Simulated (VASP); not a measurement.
Runs of VASP 6.6.1 on Ga. The structure is that of space group C2/c (No. 15), or close to it. The cells are those of the table. 

```tsv
cell	further INCAR settings	gap on the mesh (eV)	pressure (GPa)	largest force (eV/Å)
a = 4.361, b = 4.361, c = 4.653 Å, angles 98.5, 98.5, 118.4°, 4 atoms	ALGO = Fast; EDIFF = 1e-06; NBANDS = 34	none	(b)	1.22
a = 4.361, b = 4.361, c = 3.832 Å, angles 99.4, 99.4, 118.4°, 4 atoms	ALGO = Fast; EDIFF = 1e-07; NBANDS = 34	none	30.2	2.64
a = 4.349, b = 4.349, c = 3.777 Å, angles 92.4, 92.4, 118.9°, 4 atoms	ALGO = Fast; EDIFF = 1e-07; NBANDS = 34	none	19.7	1.38
a = 4.355, b = 4.355, c = 3.806 Å, angles 97.1, 97.1, 118.6°, 4 atoms	ALGO = Fast; EDIFF = 1e-06; NBANDS = 34	none	(a)	2.02
a = 4.351, b = 4.351, c = 3.788 Å, angles 94.7, 94.7, 118.8°, 4 atoms	ALGO = Fast; EDIFF = 1e-07; NBANDS = 34	none	21.7	1.59
```

Alike in all rows: task single point; level LDA; potentials or basis VASP PAW LDA potentials, release 64 (Ga_d); no spin polarisation; k mesh 10 × 10 × 10; cutoff (eV) 520; smearing gaussian 0.15 eV.

Task: Estimate the missing entries.

Result: (a) 25.0; (b) 4.5.

Caveats: forces of over 1 eV/Å act on the atoms, so gaps and moduli don't describe the material at rest; the stress differs along the axes, from 0 to 9 GPa (at least some runs); the stress differs along the axes, from 18 to 42 GPa (at least some runs); the stress differs along the axes, from 11 to 30 GPa (at least some runs); the stress differs along the axes, from 15 to 31 GPa (at least some runs); the stress differs along the axes, from 13 to 29 GPa (at least some runs).

A k mesh can miss the band edges, and the runs leave out spin-orbit coupling on Ga.

A gap of «none» marks levels without a gap at the run's occupations.
